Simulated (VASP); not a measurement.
# NaAl2Rh3 (P6/mmm) in VASP: notebook

The runs below take NaAl2Rh3 through single point, relaxation of cell and atoms, with PBE.

Everything below comes from runs of VASP 6.6.1. Logs are shortened: lines on timing, memory, paths and dates and some standing lists are left out, and cuts for length are marked.

## 1. The cell of the first run

Symmetry: P6/mmm, No. 191, hexagonal system. Conventional cell: a = 5.549 Å, b = 5.549 Å, c = 3.871 Å, α = 90.00°, β = 90.00°, γ = 120.00°. Within 4.2 Å of Na (site symmetry 6/mmm) lie 6 Al at 3.20 Å and 12 Rh at 3.38 Å and 2 Na at 3.87 Å. Al (site symmetry -6m2) has 6 Rh at 2.51 Å and 3 Al at 3.20 Å and 3 Na at 3.20 Å within 3.3 Å. Rh (site symmetry mmm) has 4 Al at 2.51 Å and 4 Rh at 2.77 Å and 4 Na at 3.38 Å within 3.4 Å.

The cell was built from a structure type or drawn by symmetry, and may not be a known phase.

## 2. Single point, PBE

INCAR reads:

```
SYSTEM = NaAl2Rh3
PREC     = Accurate       ! precision mode
ENCUT    = 500            ! plane-wave cutoff, eV
EDIFF    = 1E-6           ! SCF threshold, eV
ISMEAR   = 0              ! smearing method
SIGMA    = 0.1            ! smearing width, eV
LREAL    = .FALSE.        ! projectors in reciprocal space
LASPH    = .TRUE.         ! aspherical terms in the spheres
NELM     = 120            ! most SCF steps
ALGO     = Normal         ! electronic algorithm
ISIF     = 2              ! what is computed and relaxed
LWAVE    = .FALSE.        ! write WAVECAR
LCHARG   = .FALSE.        ! write CHGCAR
GGA      = PE             ! functional
NBANDS   = 38             ! bands
GGA_COMPAT= .FALSE.
```

KPOINTS reads:

```
Automatic mesh
0
G
  6 6 4
  0 0 0
```

POSCAR reads:

```
NaAl2Rh3
1.0
    5.5490367909      0.0000000000      0.0000000000
   -2.7745183955      4.8056068275      0.0000000000
    0.0000000000      0.0000000000      3.8706837263
Na Al Rh
1 2 3
Direct
    0.0000000000      0.0000000000      0.0000000000
    0.3333333333      0.6666666667      0.0000000000
    0.6666666667      0.3333333333      0.0000000000
    0.5000000000      0.0000000000      0.5000000000
    0.0000000000      0.5000000000      0.5000000000
    0.5000000000      0.5000000000      0.5000000000
```

Potentials or basis: VASP PAW PBE potentials, release 64 (Na_pv, Al, Rh_pv).

On the command line:

```sh
cat potpaw_PBE.64/Na_pv/POTCAR potpaw_PBE.64/Al/POTCAR potpaw_PBE.64/Rh_pv/POTCAR > POTCAR
mpirun -np 1 vasp_std > vasp.out
```

OUTCAR:

```text
SYSTEM = NaAl2Rh3
   PREC = Accurate
   ENCUT = 500
   EDIFF = 1E-6
   ISMEAR = 0
   LREAL = .FALSE.
   LASPH = .TRUE.
   NELM = 120
   ISIF = 2
   GGA = PE

 ion  position               nearest neighbor table
   1  0.000  0.000  0.000-
   2  0.333  0.667  0.000-   5 2.51   5 2.51   4 2.51   4 2.51   6 2.51   6 2.51   3 3.20   3 3.20
                             3 3.20
   3  0.667  0.333  0.000-   5 2.51   5 2.51   4 2.51   4 2.51   6 2.51   6 2.51   2 3.20   2 3.20
                             2 3.20
   4  0.500  0.000  0.500-   2 2.51   3 2.51   2 2.51   3 2.51   5 2.77   5 2.77   6 2.77   6 2.77

   5  0.000  0.500  0.500-   2 2.51   3 2.51   2 2.51   3 2.51   6 2.77   6 2.77   4 2.77   4 2.77

   6  0.500  0.500  0.500-   2 2.51   3 2.51   2 2.51   3 2.51   5 2.77   5 2.77   4 2.77   4 2.77

  LATTYP: Found a hexagonal cell.
 ALAT       =     5.5490367909
 C/A-ratio  =     0.6975415504

  Lattice vectors:

 A1 = (   5.5490367909,   0.0000000000,   0.0000000000)
 A2 = (  -2.7745183955,   4.8056068275,   0.0000000000)
 A3 = (   0.0000000000,   0.0000000000,   3.8706837263)

Analysis of symmetry for initial positions (statically):
=====================================================================
 Subroutine PRICEL returns:
 Original cell was already a primitive cell.

 Routine SETGRP: Setting up the symmetry group for a
 hexagonal supercell.

 Subroutine GETGRP returns: Found 24 space group operations
 (whereof 24 operations were pure point group operations)
 out of a pool of 24 trial point group operations.

The static configuration has the point symmetry D_6h.

Analysis of symmetry for dynamics (positions and initial velocities):
=====================================================================
 Subroutine PRICEL returns:
 Original cell was already a primitive cell.

 Routine SETGRP: Setting up the symmetry group for a
 hexagonal supercell.

 Subroutine GETGRP returns: Found 24 space group operations
 (whereof 24 operations were pure point group operations)
 out of a pool of 24 trial point group operations.

The dynamic configuration has the point symmetry D_6h.

 Subroutine INISYM returns: Found 24 space group operations
 (whereof 24 operations are pure point group operations),
 and found     1 'primitive' translations

----------------------------------------------------------------------------------------

                                     Primitive cell

  volume of cell :     103.2175

  direct lattice vectors                    reciprocal lattice vectors
     5.549036791  0.000000000  0.000000000     0.180211456  0.104045133  0.000000000
    -2.774518395  4.805606828  0.000000000     0.000000000  0.208090265  0.000000000
     0.000000000  0.000000000  3.870683726     0.000000000  0.000000000  0.258352289

  length of vectors
     5.549036791  5.549036791  3.870683726     0.208090265  0.208090265  0.258352289

  position of ions in fractional coordinates (direct lattice)
     0.000000000  0.000000000  0.000000000
     0.333333333  0.666666667  0.000000000
     0.666666667  0.333333333  0.000000000
     0.500000000  0.000000000  0.500000000
     0.000000000  0.500000000  0.500000000
     0.500000000  0.500000000  0.500000000

  ion indices of the primitive-cell ions
   primitive index   ion index
                 1           1
                 2           2
                 3           3
                 4           4
                 5           5
                 6           6

----------------------------------------------------------------------------------------

 KPOINTS: Automatic mesh

Automatic generation of k-mesh.
 Grid dimensions read from file:
 generate k-points for:    6    6    4

 Generating k-lattice:

  Cartesian coordinates                     Fractional coordinates (reciprocal lattice)
     0.030035243  0.017340855  0.000000000     0.166666667  0.000000000  0.000000000
     0.000000000  0.034681711  0.000000000     0.000000000  0.166666667  0.000000000
     0.000000000  0.000000000  0.064588072     0.000000000  0.000000000  0.250000000

  Length of vectors
     0.034681711  0.034681711  0.064588072

  Shift w.r.t. Gamma in fractional coordinates (k-lattice)
     0.000000000  0.000000000  0.000000000

 Subroutine IBZKPT returns following result:
 ===========================================

 Found     21 irreducible k-points:

 Following reciprocal coordinates:
            Coordinates               Weight
  0.000000  0.000000  0.000000      1.000000
  0.166667  0.000000  0.000000      6.000000
  0.333333  0.000000  0.000000      6.000000
  0.500000  0.000000  0.000000      3.000000
  0.166667  0.166667  0.000000      6.000000
  0.333333  0.166667  0.000000     12.000000
[... 13 lines left out ...]
  0.333333  0.166667  0.500000     12.000000
  0.333333  0.333333  0.500000      2.000000
   k-points           NKPTS =     21   k-points in BZ     NKDIM =     21   number of bands    NBANDS=     38
   number of dos      NEDOS =    301   number of ions     NIONS =      6
   total plane-waves  NPLWV =  44800
   dimension x,y,z NGX =    40 NGY =   40 NGZ =   28
   dimension x,y,z NGXF=    80 NGYF=   80 NGZF=   56
   ions per type =               1   2   3
   NGX,Y,Z   is equivalent  to a cutoff of  11.98, 11.98, 12.03 a.u.
   NGXF,Y,Z  is equivalent  to a cutoff of  23.97, 23.97, 24.05 a.u.
 SYSTEM =  NaAl2Rh3
   PREC   = accura    normal or accurate (medium, high low for compatibility)
   ISTART =      0    job   : 0-new  1-cont  2-samecut
   ICHARG =      2    charge: 1-file 2-atom 10-const
   ISPIN  =      1    spin polarized calculation?
   LNONCOLLINEAR =      F non collinear calculations
   LSORBIT =      F    spin-orbit coupling
   LASPH  =      T    aspherical Exc in radial PAW
   ENCUT  =  500.0 eV  36.75 Ry    6.06 a.u.  10.12 10.12  7.06*2*pi/ulx,y,z
   NELM   =    120;   NELMIN=  2; NELMDL= -5     # of ELM steps
   EDIFF  = 0.1E-05   stopping-criterion for ELM
   LREAL  =      F    real-space projection
   EDIFFG = 0.1E-04   stopping-criterion for IOM
   NSW    =      0    number of steps for IOM
   IBRION =     -1    ionic relax: 0-MD 1-quasi-New 2-CG
   NFREE  =      0    steps in history (QN), initial steepest desc. (CG)
   ISIF   =      2    stress and relaxation
   ISYM   =      2    0-nonsym 1-usesym 2-fastsym
   POTIM  = 0.5000    time-step for ionic-motion
   TEBEG  =    0.0;   TEEND  =   0.0 temperature during run
   PSTRESS=    0.0 pullay stress
   NELECT =      58.0000    total number of electrons
   NUPDOWN=      -1.0000    fix difference up-down
   EMIN   =  10.00;   EMAX   =-10.00  energy-range for DOS
   EFERMI =   0.00;   METHOD = LEGACY
   ISMEAR =     0;   SIGMA  =   0.10  broadening in eV -4-tet -1-fermi 0-gaus
   EFERMI_NEDOS =   21; number of points for ismear=-14 and -15
   IALGO  =     38    algorithm
   IMIX   =      4    mixing-type and parameters
     AMIX     =   0.40;   BMIX     =  1.00
     AMIX_MAG =   1.60;   BMIX_MAG =  1.00
  volume/ion in A,a.u.               =      17.20       116.09
  Fermi-wavevector in a.u.,A,eV,Ry     =   1.350930  2.552888 24.830810  1.825013
  Thomas-Fermi vector in A             =   2.478394
   LORBIT       =      0    0 simple, 1 ext, 2 COOP (PROOUT), +10 PAW based schemes
   GGA     = PE    functional components
   LHFCALC =     F    Hartree Fock is set to
   AEXX    =    0.0000 exact exchange contribution
   IVDW    =     0    specifies the selected vdW correction
   LEPSILON=     F    determine dielectric tensor
   LRPA    =     F    only Hartree local field effects (RPA)
 non-spin polarized calculation
 Gauss-broadening in eV      SIGMA  =   0.10
  energy-cutoff  :      500.00
  volume of cell :      103.22
 maximum number of plane-waves:      2646
   NGX = 21   NGY = 21   NGZ = 15

 number of electron      58.0000026 magnetization

 Free energy of the ion-electron system (eV)
  ---------------------------------------------------
  ext. energy  EPLUGINS =         0.00000000
  ---------------------------------------------------
  free energy    TOTEN  =       -32.85249628 eV

  energy without entropy =      -32.82656957  energy(sigma->0) =      -32.83953293

 E-fermi :   6.3760     XC(G=0): -10.8778

 val. band max:        6.3596054350   @ k =   0.3333   0.1667   0.5000
 cond. band min:       6.3935925651   @ k =   0.1667   0.0000   0.5000
 fundamental gap:      0.0339871301
 Fermi energy:         6.3759791822

 k-point     1 :       0.0000    0.0000    0.0000
  band No.  band energies     occupation
      1     -39.5539      2.00000
      2     -39.2423      2.00000
      3     -39.2423      2.00000
      4     -39.1096      2.00000
      5     -39.0639      2.00000
      6     -39.0639      2.00000
[... 30 lines left out ...]
     37      14.6991      0.00000
     38      14.9418      0.00000

 k-point     2 :       0.1667    0.0000    0.0000
  band No.  band energies     occupation
      1     -39.5342      2.00000
      2     -39.2565      2.00000
      3     -39.2371      2.00000
      4     -39.1069      2.00000
      5     -39.0666      2.00000
      6     -39.0639      2.00000
[... 30 lines left out ...]
     37      14.3437      0.00000
     38      14.7813      0.00000

 k-point     3 :       0.3333    0.0000    0.0000
  band No.  band energies     occupation
      1     -39.4846      2.00000
      2     -39.2957      2.00000
      3     -39.2265      2.00000
      4     -39.1000      2.00000
      5     -39.0736      2.00000
      6     -39.0639      2.00000
[... 30 lines left out ...]
     37      14.2613      0.00000
     38      14.5643      0.00000

 k-point     4 :       0.5000    0.0000    0.0000
  band No.  band energies     occupation
      1     -39.4474      2.00000
      2     -39.3281      2.00000
      3     -39.2210      2.00000
      4     -39.0944      2.00000
      5     -39.0792      2.00000
      6     -39.0639      2.00000
[... 30 lines left out ...]
     37      13.4585      0.00000
     38      14.0420      0.00000
[... 580 lines left out ...]
      4     -39.1100      2.00000
      5     -39.0778      2.00000
      6     -39.0698      2.00000
[... 30 lines left out ...]
     37      13.1369      0.00000
     38      13.5731      0.00000

 k-point    20 :       0.3333    0.1667    0.5000
  band No.  band energies     occupation
      1     -39.4439      2.00000
      2     -39.3325      2.00000
      3     -39.2182      2.00000
      4     -39.1020      2.00000
      5     -39.0859      2.00000
      6     -39.0698      2.00000
[... 30 lines left out ...]
     37      14.0696      0.00000
     38      14.1936      0.00000

 k-point    21 :       0.3333    0.3333    0.5000
  band No.  band energies     occupation
      1     -39.3884      2.00000
      2     -39.3884      2.00000
      3     -39.2129      2.00000
      4     -39.0940      2.00000
      5     -39.0940      2.00000
      6     -39.0698      2.00000
[... 30 lines left out ...]
     37      13.6186      0.00000
     38      13.6186      0.00000

------------------------ aborting loop because EDIFF is reached ----------------------------------------

  FORCE on cell =-STRESS in cart. coord.  units (eV):
  Direction    XX          YY          ZZ          XY          YZ          ZX
  --------------------------------------------------------------------------------------
  -------------------------------------------------------------------------------------
  Total       -0.0775913     -0.0775913     -0.1339997      0.0000000      0.0000000      0.0000000
  in kB       -1.2043989     -1.2043989     -2.0799881      0.0000000      0.0000000      0.0000000
  external PRESSURE =      -1.4962620 kB  Pullay stress =       0.0000000 kB

 VOLUME and BASIS-vectors are now :
 -----------------------------------------------------------------------------
  energy-cutoff  :      500.00
  volume of cell :      103.22
      direct lattice vectors                 reciprocal lattice vectors
     5.549036791  0.000000000  0.000000000     0.180211456  0.104045133  0.000000000
    -2.774518395  4.805606828  0.000000000     0.000000000  0.208090265  0.000000000
     0.000000000  0.000000000  3.870683726     0.000000000  0.000000000  0.258352289

 POSITION                                       TOTAL-FORCE (eV/Angst)
 -----------------------------------------------------------------------------------
      0.00000      0.00000      0.00000        -0.000000      0.000000     -0.000000
     -0.00000      3.20374      0.00000         0.000000      0.000000     -0.000000
      2.77452      1.60187      0.00000        -0.000000      0.000000      0.000000
      2.77452      0.00000      1.93534        -0.000000      0.000000     -0.000000
     -1.38726      2.40280      1.93534        -0.000000      0.000000     -0.000000
      1.38726      2.40280      1.93534        -0.000000      0.000000     -0.000000
 -----------------------------------------------------------------------------------
    total drift:                               -0.000000      0.000000     -0.000000

  FREE ENERGIE OF THE ION-ELECTRON SYSTEM (eV)
  ---------------------------------------------------
  free  energy   TOTEN  =       -32.8524962829 eV

  energy  without entropy=      -32.8265695743  energy(sigma->0) =      -32.83953293
```

Run time: 31 s. Hardware: 1 thread of Intel Xeon 6975P-C (Granite Rapids), shared host; peak memory 0.23 GiB.

Results:

- Free energy: -32.8525 eV
- Pressure: -0.1 GPa
- Band gap on the k mesh: zero (bands 29 and 30 overlap by 0.98 eV)

Levels at points of the mesh, in eV from the Fermi level:
| k point | band 25 | band 26 | band 27 | band 28 | band 29 | band 30 | band 31 | band 32 | band 33 | band 34 |
| --- | --- | --- | --- | --- | --- | --- | --- | --- | --- | --- |
| (0.00, 0.00, 0.00) | -0.43 | -0.14 | -0.10 | -0.10 | 0.67 | 0.67 | 1.42 | 1.74 | 3.67 | 3.67 |
| (0.50, 0.00, 0.00) | -1.38 | -1.30 | -1.14 | -0.29 | -0.17 | 0.26 | 2.38 | 4.04 | 5.14 | 5.66 |
| (0.00, 0.00, 0.50) | -0.67 | -0.34 | -0.03 | -0.03 | 0.03 | 0.03 | 0.20 | 1.43 | 3.87 | 3.87 |
| (0.50, 0.00, 0.50) | -1.22 | -1.01 | -0.92 | -0.69 | -0.53 | -0.13 | -0.07 | 0.84 | 2.81 | 4.23 |

Caveat: the k points lie up to 0.41 Å⁻¹ apart, too coarse for converged energies and pressures of a metal.

## 3. Relaxation of cell and atoms, PBE

This run uses another cell than the first one, of 15.16 Å³/atom.

INCAR reads:

```
SYSTEM = NaAl2Rh3
ALGO = Normal
EDIFF = 1E-7
EDIFFG = -0.04
ENCUT = 500
GGA = PE
GGA_COMPAT = .False.
IBRION = 2
ISIF = 3
ISMEAR = 0
LASPH = .True.
LCHARG = .False.
LREAL = .False.
LWAVE = .False.
NELM = 120
NELMIN = 4
NSW = 90
PREC = Accurate
SIGMA = 0.1
```

KPOINTS reads:

```
k-points
0
Gamma
  6 6 4
  0 0 0
```

POSCAR reads:

```
NaAl2Rh3
1.0
    5.0656868800      0.0000000000      0.0000000000
   -2.5328434400      4.3870135300      0.0000000000
    0.0000000000      0.0000000000      4.0923297200
Na Al Rh
1 2 3
Direct
    0.0000000000      0.0000000000      0.0000000000
    0.3333333300      0.6666666700      0.0000000000
    0.6666666700      0.3333333300      0.0000000000
    0.5000000000      0.0000000000      0.5000000000
    0.0000000000      0.5000000000      0.5000000000
    0.5000000000      0.5000000000      0.5000000000
```

Potentials or basis: VASP PAW PBE potentials, release 64 (Na_pv, Al, Rh_pv).

On the command line:

```sh
cat potpaw_PBE.64/Na_pv/POTCAR potpaw_PBE.64/Al/POTCAR potpaw_PBE.64/Rh_pv/POTCAR > POTCAR
mpirun -np 1 vasp_std > vasp.out
```

Run time: 3.7 min. Hardware: 1 thread of Intel Xeon 6975P-C (Granite Rapids), shared host; peak memory 0.24 GiB.

Results (log left out):

* Free energy: -32.8420 eV
* Relaxed volume: 17.15 Å³/atom
* Relaxed cell: a = 5.540 Å, b = 5.540 Å, c = 3.872 Å, α = 90.00°, β = 90.00°, γ = 120.00°
* Space group after relaxing (to 0.1 Å): P6/mmm (No. 191)
* Energy gained by relaxing: 194.7 meV/atom
* Ionic steps: 8
* Pressure after relaxing: 0.0 GPa
* Band gap on the k mesh: zero (bands 29 and 30 overlap by 0.98 eV)

The path:
```tsv
step	energy change (eV)	largest force (eV/Å)	pressure (GPa)	volume (Å³)
1	0.0000	0.0000	18.62	90.94
2	-0.6208	0.0000	-11.07	115.71
3	-0.9758	0.0000	-3.01	104.88
4	-1.1549	0.0000	0.31	102.32
5	-1.1618	0.0000	1.20	101.73
6	-1.1617	0.0000	1.33	101.67
7	-1.1674	0.0000	-0.42	103.33
8	-1.1681	0.0000	0.00	102.92
```

Final structure:
```
Na Al Rh
1.0
     5.53975    0.00000    0.00000
    -2.76987    4.79756    0.00000
     0.00000    0.00000    3.87233
Na Al Rh
1 2 3
Direct
  0.00000 0.00000 0.00000
  0.33333 0.66667 0.00000
  0.66667 0.33333 0.00000
  0.50000 0.00000 0.50000
  0.00000 0.50000 0.50000
  0.50000 0.50000 0.50000
```

Levels at points of the mesh, in eV from the Fermi level:
| k point | band 27 | band 28 | band 29 | band 30 | band 31 | band 32 |
| --- | --- | --- | --- | --- | --- | --- |
| (0.00, 0.00, 0.00) | -0.10 | -0.10 | 0.67 | 0.67 | 1.44 | 1.72 |
| (0.50, 0.00, 0.00) | -1.15 | -0.29 | -0.17 | 0.26 | 2.40 | 4.03 |
| (0.00, 0.00, 0.50) | -0.03 | -0.03 | 0.03 | 0.03 | 0.21 | 1.44 |
| (0.50, 0.00, 0.50) | -0.93 | -0.70 | -0.53 | -0.13 | -0.07 | 0.83 |

Caveat: the k points lie up to 0.41 Å⁻¹ apart in the final cell, too coarse for converged energies and pressures of a metal.

(Part 1 of 2 ends here.)
